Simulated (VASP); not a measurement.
Wanted: the native input for a VASP 6.6.1 run.

```
Task                   : single point
Functional             : PBEsol
Potentials or basis    : VASP PAW PBE potentials, release 64 (Al)
Cutoff                 : 520 eV
k mesh                 : 20 × 20 × 20
Occupations            : gaussian, width 0.15 eV
Spin                   : no spin polarisation
Dipole correction      : no
Further INCAR settings : ALGO = Fast; EDIFF = 1e-07; NBANDS = 8
```

The structure of Al lies in POSCAR:

```
Al
1.0
    0.0000000000      1.9632606000      2.0543397000
    1.9632606000      0.0000000000      2.0543397000
    1.9632606000      1.9632606000      0.0000000000
Al
1
Direct
    0.0000000000      0.0000000000      0.0000000000
```

This cell differs from its parent crystal: strain -0.030 along x and y, +0.015 along z.

These files were run (other wordings do the same):

INCAR

```
SYSTEM = Al
PREC = Accurate
ENCUT = 520
EDIFF = 1E-7
ISMEAR = 0
SIGMA = 0.15
LREAL = .False.
LASPH = .True.
NELM = 80
ALGO = Fast
ISIF = 2
LWAVE = .False.
LCHARG = .False.
GGA = PS
NBANDS = 8
```

KPOINTS

```
regular mesh
0
Gamma
  20 20 20
  0 0 0
```

Potentials or basis: VASP PAW PBE potentials, release 64 (Al).

Run with:

```bash
$ cat potpaw_PBE.64/Al/POTCAR > POTCAR
$ mpirun -np 1 vasp_std > vasp.out
```

It gave:

```yaml
Pressure: 2.0 GPa
```

Caveat: the cell differs from its parent crystal (strain -0.030 along x and y, +0.015 along z); the PAW data sets were made with another functional, which shifts forces and pressure a little.

Run time: 2.3 min on 1 thread of AMD EPYC 7R43 64-Core Processor (Zen 3), with other jobs on the host, peak memory 0.14 GiB.
